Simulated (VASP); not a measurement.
# Cu3Te (Pm-3m) in VASP: further runs

The runs below take Cu3Te through single point, with PBE.

All numbers are computed with VASP 6.6.1; they aren't measurements. Logs are shortened: lines on timing, memory, paths and dates and some standing lists are left out, and cuts for length are marked.

## Step 1: The cell of the first run

It takes space group Pm-3m (No. 221, cubic). The conventional cell has a = 3.866 Å, b = 3.866 Å, c = 3.866 Å, α = 90.00°, β = 90.00°, γ = 90.00°. Cu (site symmetry 4/mmm) has 8 Cu at 2.73 Å and 4 Te at 2.73 Å within 3.6 Å. Within 3.6 Å of Te (site symmetry m-3m) lie 12 Cu at 2.73 Å.

## Step 2: Single point, PBE

File INCAR:

```
SYSTEM = Cu3Te
  PREC = Accurate
  ENCUT = 520
  EDIFF = 1E-7
  ISMEAR = -1
  SIGMA = 0.2
  LREAL = .FALSE.
  LASPH = .TRUE.
  NELM = 100
  ALGO = Normal
  ISIF = 2
  LWAVE = .FALSE.
  LCHARG = .FALSE.
  GGA = PE
  NBANDS = 28
```

File KPOINTS:

```
regular mesh
0
G
  6 6 6
  0 0 0
```

File POSCAR:

```
Cu3Te
1.0
    3.8660952710      0.0000000000      0.0000000000
    0.0000000000      3.8660952710      0.0000000000
    0.0000000000      0.0000000000      3.8660952710
Cu Te
3 1
Direct
    0.0000000000      0.5000000000      0.5000000000
    0.5000000000      0.0000000000      0.5000000000
    0.5000000000      0.5000000000      0.0000000000
    0.0000000000      0.0000000000      0.0000000000
```

Potentials or basis: VASP PAW PBE potentials, release 64 (Cu, Te).

The run is started by

```bash
cat potpaw_PBE.64/Cu/POTCAR potpaw_PBE.64/Te/POTCAR > POTCAR
mpirun -np 1 vasp_std > vasp.out
```

OUTCAR:

```text
SYSTEM = Cu3Te
   PREC = Accurate
   ENCUT = 520
   EDIFF = 1E-7
   ISMEAR = -1
   LREAL = .FALSE.
   LASPH = .TRUE.
   NELM = 100
   ISIF = 2
   GGA = PE

 ion  position               nearest neighbor table
   1  0.000  0.500  0.500-   2 2.73   3 2.73   4 2.73   3 2.73   4 2.73   2 2.73   4 2.73   4 2.73
                             2 2.73   3 2.73   3 2.73   2 2.73
   2  0.500  0.000  0.500-   1 2.73   3 2.73   4 2.73   3 2.73   4 2.73   1 2.73   3 2.73   3 2.73
                             1 2.73   4 2.73   4 2.73   1 2.73
   3  0.500  0.500  0.000-   1 2.73   2 2.73   4 2.73   1 2.73   2 2.73   2 2.73   4 2.73   2 2.73
                             1 2.73   4 2.73   1 2.73   4 2.73
   4  0.000  0.000  0.000-   1 2.73   2 2.73   3 2.73   1 2.73   2 2.73   1 2.73   3 2.73   1 2.73
                             2 2.73   3 2.73   2 2.73   3 2.73

  LATTYP: Found a simple cubic cell.
 ALAT       =     3.8660952710

  Lattice vectors:

 A1 = (   3.8660952710,   0.0000000000,   0.0000000000)
 A2 = (   0.0000000000,   3.8660952710,   0.0000000000)
 A3 = (   0.0000000000,   0.0000000000,   3.8660952710)

Analysis of symmetry for initial positions (statically):
=====================================================================
 Subroutine PRICEL returns:
 Original cell was already a primitive cell.

 Routine SETGRP: Setting up the symmetry group for a
 simple cubic supercell.

 Subroutine GETGRP returns: Found 48 space group operations
 (whereof 48 operations were pure point group operations)
 out of a pool of 48 trial point group operations.

The static configuration has the point symmetry O_h .

Analysis of symmetry for dynamics (positions and initial velocities):
=====================================================================
 Subroutine PRICEL returns:
 Original cell was already a primitive cell.

 Routine SETGRP: Setting up the symmetry group for a
 simple cubic supercell.

 Subroutine GETGRP returns: Found 48 space group operations
 (whereof 48 operations were pure point group operations)
 out of a pool of 48 trial point group operations.

The dynamic configuration has the point symmetry O_h .

 Subroutine INISYM returns: Found 48 space group operations
 (whereof 48 operations are pure point group operations),
 and found     1 'primitive' translations

----------------------------------------------------------------------------------------
[... 90 lines left out ...]
   ENCUT  =  520.0 eV  38.22 Ry    6.18 a.u.   7.19  7.19  7.19*2*pi/ulx,y,z
   NELM   =    100;   NELMIN=  2; NELMDL= -5     # of ELM steps
   EDIFF  = 0.1E-06   stopping-criterion for ELM
   LREAL  =      F    real-space projection
   EDIFFG = 0.1E-05   stopping-criterion for IOM
   NSW    =      0    number of steps for IOM
   IBRION =     -1    ionic relax: 0-MD 1-quasi-New 2-CG
   NFREE  =      0    steps in history (QN), initial steepest desc. (CG)
   ISIF   =      2    stress and relaxation
   ISYM   =      2    0-nonsym 1-usesym 2-fastsym
   POTIM  = 0.5000    time-step for ionic-motion
   TEBEG  =    0.0;   TEEND  =   0.0 temperature during run
   PSTRESS=    0.0 pullay stress
   NELECT =      39.0000    total number of electrons
   NUPDOWN=      -1.0000    fix difference up-down
   EMIN   =  10.00;   EMAX   =-10.00  energy-range for DOS
   EFERMI =   0.00;   METHOD = LEGACY
   ISMEAR =    -1;   SIGMA  =   0.20  broadening in eV -4-tet -1-fermi 0-gaus
   EFERMI_NEDOS =   21; number of points for ismear=-14 and -15
   IALGO  =     38    algorithm
   IMIX   =      4    mixing-type and parameters
     AMIX     =   0.40;   BMIX     =  1.00
     AMIX_MAG =   1.60;   BMIX_MAG =  1.00
  volume/ion in A,a.u.               =      14.45        97.49
  Fermi-wavevector in a.u.,A,eV,Ry     =   1.436009  2.713663 28.056869  2.062122
  Thomas-Fermi vector in A             =   2.555245
   LORBIT       =      0    0 simple, 1 ext, 2 COOP (PROOUT), +10 PAW based schemes
   GGA     = PE    functional components
   LHFCALC =     F    Hartree Fock is set to
   AEXX    =    0.0000 exact exchange contribution
   IVDW    =     0    specifies the selected vdW correction
   LEPSILON=     F    determine dielectric tensor
   LRPA    =     F    only Hartree local field effects (RPA)
 non-spin polarized calculation
  energy-cutoff  :      520.00
  volume of cell :       57.79
 maximum number of plane-waves:      1596
 NGX is ok and might be reduce to    30
   NGX = 15   NGY = 15   NGZ = 15

 number of electron      38.9999916 magnetization

 Free energy of the ion-electron system (eV)
  ---------------------------------------------------
  ext. energy  EPLUGINS =         0.00000000
  ---------------------------------------------------
  free energy    TOTEN  =       -13.69630952 eV

  energy without entropy =      -13.58165573  energy(sigma->0) =      -13.63898262

 E-fermi :   9.8535     XC(G=0): -12.1206

 val. band max:        9.7912352230   @ k =   0.5000   0.1667   0.1667
 cond. band min:       9.8721152485   @ k =   0.5000   0.0000   0.0000
 fundamental gap:      0.0808800254
 Fermi energy:         9.8535076370

 k-point     1 :       0.0000    0.0000    0.0000
  band No.  band energies     occupation
      1      -4.7054      2.00000
      2       4.3326      2.00000
      3       5.0969      2.00000
      4       5.0969      2.00000
      5       5.4558      2.00000
      6       5.4558      2.00000
[... 609 lines left out ...]
     27      23.9621      0.00000
     28      23.9621      0.00000

------------------------ aborting loop because EDIFF is reached ----------------------------------------

  FORCE on cell =-STRESS in cart. coord.  units (eV):
  Direction    XX          YY          ZZ          XY          YZ          ZX
  --------------------------------------------------------------------------------------
  -------------------------------------------------------------------------------------
  Total        3.0452399      3.0452399      3.0452399      0.0000000      0.0000000     -0.0000000
  in kB       84.4334298     84.4334298     84.4334298      0.0000000      0.0000000     -0.0000000
  external PRESSURE =      84.4334298 kB  Pullay stress =       0.0000000 kB

 VOLUME and BASIS-vectors are now :
 -----------------------------------------------------------------------------
  energy-cutoff  :      520.00
  volume of cell :       57.79
      direct lattice vectors                 reciprocal lattice vectors
     3.866095271  0.000000000  0.000000000     0.258658913  0.000000000  0.000000000
     0.000000000  3.866095271  0.000000000     0.000000000  0.258658913  0.000000000
     0.000000000  0.000000000  3.866095271     0.000000000  0.000000000  0.258658913

 POSITION                                       TOTAL-FORCE (eV/Angst)
 -----------------------------------------------------------------------------------
      0.00000      1.93305      1.93305         0.000000      0.000000      0.000000
      1.93305      0.00000      1.93305         0.000000      0.000000      0.000000
      1.93305      1.93305      0.00000         0.000000      0.000000      0.000000
      0.00000      0.00000      0.00000         0.000000      0.000000      0.000000
 -----------------------------------------------------------------------------------
    total drift:                                0.000000      0.000000     -0.000000

  FREE ENERGIE OF THE ION-ELECTRON SYSTEM (eV)
  ---------------------------------------------------
  free  energy   TOTEN  =       -13.6963095175 eV

  energy  without entropy=      -13.5816557272  energy(sigma->0) =      -13.63898262
```

It took 60 s on 1 thread of AMD EPYC, shared host; peak memory 0.15 GiB.

Results:

```yaml
Free_energy: -13.6963 eV
Pressure: 8.4 GPa
Band_gap_on_the_k_mesh: zero (an odd number of electrons rules out a gap without spin polarisation)
```

Caveat: the cell stands under pressure; spin-orbit coupling is left out, which moves the levels of the heavy elements.

## Step 3: Single point, PBE

This run uses another cell than the first one, of 14.75 Å³/atom.

File INCAR:

```
PREC = Accurate
ENCUT = 520
EDIFF = 1E-7
ISMEAR = -1
SIGMA = 0.2
LREAL = F
LASPH = T
NELM = 100
ALGO = Normal
ISIF = 2
LWAVE = F
LCHARG = F
GGA = PE
NBANDS = 28
```

File KPOINTS:

```
Automatic mesh
0
Gamma
  6 6 6
```

File POSCAR:

```
Cu3Te
1.0
    3.8933221911      0.0000000000      0.0000000000
    0.0000000000      3.8933221911      0.0000000000
    0.0000000000      0.0000000000      3.8933221911
Cu Te
3 1
Direct
    0.0000000000      0.5000000000      0.5000000000
    0.5000000000      0.0000000000      0.5000000000
    0.5000000000      0.5000000000      0.0000000000
    0.0000000000      0.0000000000      0.0000000000
```

Potentials or basis: VASP PAW PBE potentials, release 64 (Cu, Te).

The run is started by

```bash
cat potpaw_PBE.64/Cu/POTCAR potpaw_PBE.64/Te/POTCAR > POTCAR
mpirun -np 1 vasp_std > vasp.out
```

OUTCAR:

```text
PREC = Accurate
   ENCUT = 520
   EDIFF = 1E-7
   ISMEAR = -1
   LREAL = F
   LASPH = T
   NELM = 100
   ISIF = 2
   GGA = PE

 ion  position               nearest neighbor table
   1  0.000  0.500  0.500-   2 2.75   3 2.75   4 2.75   3 2.75   4 2.75   2 2.75   4 2.75   4 2.75
                             2 2.75   3 2.75   3 2.75   2 2.75
   2  0.500  0.000  0.500-   1 2.75   3 2.75   4 2.75   3 2.75   4 2.75   1 2.75   3 2.75   3 2.75
                             1 2.75   4 2.75   4 2.75   1 2.75
   3  0.500  0.500  0.000-   1 2.75   2 2.75   4 2.75   1 2.75   2 2.75   2 2.75   4 2.75   2 2.75
                             1 2.75   4 2.75   1 2.75   4 2.75
   4  0.000  0.000  0.000-   1 2.75   2 2.75   3 2.75   1 2.75   2 2.75   1 2.75   3 2.75   1 2.75
                             2 2.75   3 2.75   2 2.75   3 2.75

  LATTYP: Found a simple cubic cell.
 ALAT       =     3.8933221911

  Lattice vectors:

 A1 = (   3.8933221911,   0.0000000000,   0.0000000000)
 A2 = (   0.0000000000,   3.8933221911,   0.0000000000)
 A3 = (   0.0000000000,   0.0000000000,   3.8933221911)

Analysis of symmetry for initial positions (statically):
=====================================================================
[... 173 lines left out ...]
 val. band max:        9.5170473671   @ k =   0.3333   0.0000   0.0000
 cond. band min:       9.7934327863   @ k =   0.5000   0.1667   0.0000
 fundamental gap:      0.2763854193
 Fermi energy:         9.5285613752

 k-point     1 :       0.0000    0.0000    0.0000
  band No.  band energies     occupation
      1      -4.8389      2.00000
      2       4.1456      2.00000
      3       4.9162      2.00000
      4       4.9162      2.00000
      5       5.2603      2.00000
      6       5.2603      2.00000
[... 609 lines left out ...]
     27      23.5266      0.00000
     28      23.5266      0.00000

------------------------ aborting loop because EDIFF is reached ----------------------------------------

  FORCE on cell =-STRESS in cart. coord.  units (eV):
  Direction    XX          YY          ZZ          XY          YZ          ZX
  --------------------------------------------------------------------------------------
  -------------------------------------------------------------------------------------
  Total        2.1039238      2.1039238      2.1039238     -0.0000000      0.0000000     -0.0000000
  in kB       57.1188637     57.1188637     57.1188637     -0.0000000      0.0000000     -0.0000000
  external PRESSURE =      57.1188637 kB  Pullay stress =       0.0000000 kB

 VOLUME and BASIS-vectors are now :
 -----------------------------------------------------------------------------
  energy-cutoff  :      520.00
  volume of cell :       59.01
      direct lattice vectors                 reciprocal lattice vectors
     3.893322191  0.000000000  0.000000000     0.256850050  0.000000000  0.000000000
     0.000000000  3.893322191  0.000000000     0.000000000  0.256850050  0.000000000
     0.000000000  0.000000000  3.893322191     0.000000000  0.000000000  0.256850050

 POSITION                                       TOTAL-FORCE (eV/Angst)
 -----------------------------------------------------------------------------------
      0.00000      1.94666      1.94666         0.000000      0.000000      0.000000
      1.94666      0.00000      1.94666         0.000000      0.000000      0.000000
      1.94666      1.94666      0.00000         0.000000      0.000000      0.000000
      0.00000      0.00000      0.00000         0.000000      0.000000      0.000000
 -----------------------------------------------------------------------------------
    total drift:                                0.000000      0.000000     -0.000000

  FREE ENERGIE OF THE ION-ELECTRON SYSTEM (eV)
  ---------------------------------------------------
  free  energy   TOTEN  =       -13.7506625555 eV

  energy  without entropy=      -13.6338392722  energy(sigma->0) =      -13.69225091
```

OSZICAR:

```text
N       E                     dE             d eps       ncg     rms          rms(c)
DAV:   1     0.289346228647E+03    0.28935E+03   -0.16502E+04  1144   0.203E+03
DAV:   2     0.855603623775E+01   -0.28079E+03   -0.27053E+03  1120   0.363E+02
DAV:   3    -0.150915012062E+02   -0.23648E+02   -0.22699E+02  1376   0.136E+02
DAV:   4    -0.157944635671E+02   -0.70296E+00   -0.69994E+00  1712   0.263E+01
DAV:   5    -0.158027846980E+02   -0.83211E-02   -0.83204E-02  1724   0.264E+00    0.198E+01
DAV:   6    -0.151451748597E+02    0.65761E+00   -0.24104E+01  1264   0.105E+02    0.973E+00
DAV:   7    -0.137721059040E+02    0.13731E+01   -0.60264E+00  1324   0.568E+01    0.446E+00
DAV:   8    -0.137664678785E+02    0.56380E-02   -0.18737E-01  1592   0.364E+00    0.145E+00
DAV:   9    -0.137513143247E+02    0.15154E-01   -0.33273E-02  1400   0.399E+00    0.597E-01
DAV:  10    -0.137512441465E+02    0.70178E-04   -0.20163E-03  1380   0.462E-01    0.308E-01
DAV:  11    -0.137506605517E+02    0.58359E-03   -0.23991E-03  1404   0.111E+00    0.312E-02
DAV:  12    -0.137506661813E+02   -0.56296E-05   -0.23890E-04  1700   0.191E-01    0.924E-02
DAV:  13    -0.137506659108E+02    0.27055E-06   -0.26761E-06  1552   0.136E-02    0.751E-02
DAV:  14    -0.137506617195E+02    0.41913E-05   -0.83820E-06  1640   0.598E-02    0.101E-02
DAV:  15    -0.137506625520E+02   -0.83248E-06   -0.14766E-06  1632   0.171E-02    0.257E-03
DAV:  16    -0.137506625555E+02   -0.34670E-08   -0.17475E-08   704   0.177E-03
   1 F= -.13750663E+02 E0= -.13692251E+02  d E =-.116823E+00
```

stdout:

```text
POSCAR found type information on POSCAR CuTe
 POSCAR found :  2 types and       4 ions
 scaLAPACK will be used
 LDA part: xc-table for (Slater+PW92), standard interpolation
 POSCAR, INCAR and KPOINTS ok, starting setup
 FFT: planning ... GRIDC
 FFT: planning ... GRID_SOFT
 FFT: planning ... GRID
 WAVECAR not read
 entering main loop
```

Run time: 72 s. Hardware: 1 thread of AMD EPYC, shared host; peak memory 0.15 GiB.

What came out:

```
Free energy            : -13.7507 eV
Pressure               : 5.7 GPa
Band gap on the k mesh : zero (an odd number of electrons rules out a gap without spin polarisation)
```

Caveat: the cell stands under pressure; spin-orbit coupling is left out, which moves the levels of the heavy elements.

(Part 1 of 2 ends here.)
